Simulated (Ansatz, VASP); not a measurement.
**ZrC in VASP and in Ansatz**

File INCAR:

```
SYSTEM = ZrC
  ALGO = Normal
  EDIFF = 1E-8
  ENCUT = 520
  GGA = PE
  ISIF = 2
  ISMEAR = -1
  LASPH = .TRUE.
  LCHARG = .FALSE.
  LEFG = .TRUE.
  LREAL = .FALSE.
  LWAVE = .FALSE.
  NBANDS = 15
  NELM = 100
  PREC = Accurate
  SIGMA = 0.03
```

KPOINTS

```
k-points
0
G
  11 11 11
  0 0 0
```

POSCAR

```
ZrC
1.0
    0.0000000000      2.5451788125      2.5451788125
    2.5451788125      0.0000000000      2.5451788125
    2.5451788125      2.5451788125      0.0000000000
Zr C
1 1
Direct
    0.0000000000      0.0000000000      0.0000000000
    0.2500000000      0.2500000000      0.2500000000
```

Input for Ansatz:

```yaml
crystal:
  lattice:
    - [0.0, 2.5451788125, 2.5451788125]
    - [2.5451788125, 0.0, 2.5451788125]
    - [2.5451788125, 2.5451788125, 0.0]
  atoms:
    - { symbol: Zr, position: [0.0, 0.0, 0.0] }
    - { symbol: C, position: [0.25, 0.25, 0.25] }
kpoints:
  mp_grid: { grid: [11, 11, 11] }
  band_path:
    path:
      - [0.0, 0.0, 0.0]
      - [-0.5, -0.5, 0.0]
      - [-0.375, -0.375, 0.25]
      - [-0.375, 0.0, 0.375]
      - [0.0, 0.0, 0.0]
      - [0.0, 0.0, 0.5]
      - [-0.5, -0.25, 0.25]
      - [-0.5, -0.5, 0.0]
    npoints: 8
scf:
  occupations: { method: fermi_dirac, width: 0.03 }
hamiltonian:
  xc: pbe
  pseudopotentials: { kind: paw }
output:
  forces: true
  stress: true
  eigenvalues: true
  efg: { contact_densities: true }
  populations: true
  bader: true
  dos: { projected: true, de: 0.2, e_range: [-14, 8] }
  write_density: true
  write_potential: true
  elf: true
  volumetric_format: npy
```

Alike in both runs: task electric field gradients; functional PBE; k mesh 11 × 11 × 11; occupations fermi-dirac, width 0.03 eV; no spin polarisation.

|  | VASP | Ansatz |
| --- | --- | --- |
| version | VASP 6.6.1 | Ansatz 0.2.0 |
| potentials or method | VASP PAW PBE potentials, release 64 (Zr_sv, C) | PAW with Ansatz's default frozen-core files, scalar-relativistic |
| plane-wave cutoff (eV) | 520 | 420 |
| valence electrons in the cell | 16 | 16 |

Ansatz gave:

* pressure (GPa): 0.0

Task: What did VASP give for the same quantities?

Result: Pressure (GPa): 0.1.
